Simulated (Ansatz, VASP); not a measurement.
One calculation of BeTe, two programs

```
Be Te
1.0
     0.00000    2.83230    2.83230
     2.83230    0.00000    2.83230
     2.83230    2.83230    0.00000
Be Te
1 1
Direct
  0.00000 0.00000 0.00000
  0.25000 0.25000 0.25000
```

Alike in both runs: functional PBE; k mesh 8 × 8 × 8; occupations gaussian, width 0.02 eV; no spin polarisation.

Ansatz relaxed the structure, and its values are those at the end. VASP's run is a single point on that final structure, the one shown.

```csv
,VASP,Ansatz
version,VASP 6.6.1,Ansatz 0.2.0
potentials or method,"VASP PAW PBE potentials, release 64 (Be, Te), cutoff 600 eV","scalar-relativistic, plane waves, PAW"
valence electrons in the cell,8,18
```

```tsv
	VASP	Ansatz	Ansatz less VASP
gap on the k mesh at the Fermi level (eV)	2.02	2.03	+0.013
least direct gap on the mesh (eV)	3.62	3.64	+0.017
pressure (GPa)	0.1	0.0	-0.13
```

VASP's potentials hold 8 valence electrons a cell and Ansatz's 18, so a difference there can come from the potentials and not from the codes.

Spin-orbit coupling is off throughout.
